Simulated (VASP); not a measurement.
## SnO: single point with LDA

Crystal: SnO.

```
Sn O
1.0
     3.35500    0.00000    0.00000
     0.00000    5.67410    0.00000
     0.00000    0.00000    4.22197
Sn O
2 2
Direct
  0.00000 0.23191 0.51314
  0.50000 0.76809 0.01314
  0.00000 0.89125 0.73686
  0.50000 0.10875 0.23686
```

```json
{
  "Program": "VASP 6.6.1",
  "Task": "single point",
  "Functional": "LDA",
  "Potentials or basis": "VASP PAW LDA potentials, release 64 (Sn_d, O_h)",
  "Cutoff": "910 eV",
  "k mesh": "6 × 4 × 6",
  "Occupations": "gaussian, width 0.01 eV",
  "Spin": "no spin polarisation",
  "Dipole correction": "no",
  "Further INCAR settings": "ALGO = Normal; EDIFF = 1e-06; NBANDS = 28"
}
```

| Item | Value |
| --- | --- |
| Pressure | -5.3 GPa |
| Largest force | 0.656 eV/Å |
| Band gap on the k mesh | 1.60 eV (least direct gap 2.35 eV) |

Forces in eV/Å, atoms in the order of the input:
```
Sn   0.000 -0.627 -0.192
Sn   0.000  0.627 -0.192
O    0.000  0.174  0.192
O    0.000 -0.174  0.192
```

Stress tensor (GPa, compression positive):
```
-6.29  0.00  0.00
 0.00 -4.99  0.00
 0.00  0.00 -4.74
```

Levels at points of the mesh, in eV from the valence-band top:
```
           k point  band 17  band 18  band 19  band 20  band 21  band 22  band 23  band 24
(0.00, 0.00, 0.00)    -3.49    -2.62    -2.03     0.00     2.59     3.12     5.81     5.81
(0.50, 0.00, 0.00)    -2.56    -2.56    -1.25    -1.25     2.54     2.54     5.46     5.46
(0.00, 0.50, 0.00)    -3.78    -2.65    -1.58    -1.35     3.25     3.86     4.80     4.92
(0.50, 0.50, 0.00)    -2.64    -2.64    -0.90    -0.90     1.85     1.85     6.19     6.19
(0.00, 0.00, 0.50)    -3.19    -3.19    -1.65    -1.65     2.60     2.60     5.16     5.16
(0.50, 0.00, 0.50)    -3.14    -3.14    -1.07    -1.07     2.08     2.08     4.53     4.53
(0.00, 0.50, 0.50)    -2.91    -2.91    -1.50    -1.50     1.88     1.88     5.87     5.87
(0.50, 0.50, 0.50)    -3.42    -3.42    -0.43    -0.43     2.41     2.41     4.09     4.09
```

Wall time 2.1 min on 1 thread of Intel(R) Xeon(R) Platinum 8488C (Sapphire Rapids), on a shared host, peak memory 0.36 GiB.

Caveat: the cutoff is under 1.25 times the usual one of these potentials, so pressure, stress and relaxed cells hold a basis-set (Pulay) error; the cell stands under tension; spin-orbit coupling is left out, which moves the levels of the heavy elements. A k mesh can miss the band edges.
